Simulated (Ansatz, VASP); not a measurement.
## One calculation of Hf, two programs

```
CELL_PARAMETERS angstrom
3.23228 0.00000 0.00000
-1.61614 2.79924 0.00000
0.00000 0.00000 5.11496
ATOMIC_POSITIONS crystal
Hf 0.33333 0.66667 0.25000
Hf 0.66667 0.33333 0.75000
```

Alike in both runs: functional BLYP; k mesh 11 × 11 × 6; occupations fermi-dirac, width 0.1 eV; no spin polarisation.

Ansatz relaxed the structure, and its values are those at the end. VASP's run is a single point on that final structure, the one shown.

|  | VASP | Ansatz |
| --- | --- | --- |
| version | VASP 6.6.1 | Ansatz 0.2.0 |
| potentials or method | VASP PAW PBE potentials, release 64 (Hf_pv), cutoff 520 eV | plane waves (420 eV) with PAW, scalar-relativistic |
| valence electrons in the cell | 20 | 52 |

```tsv
	VASP	Ansatz	Ansatz less VASP
pressure (GPa)	0.0	0.0	-0.01
```

VASP's potentials were made for PBE, not for BLYP. VASP's potentials hold 20 valence electrons a cell and Ansatz's 52, so a difference there can come from the potentials and not from the codes.

Neither program's run includes spin-orbit coupling.
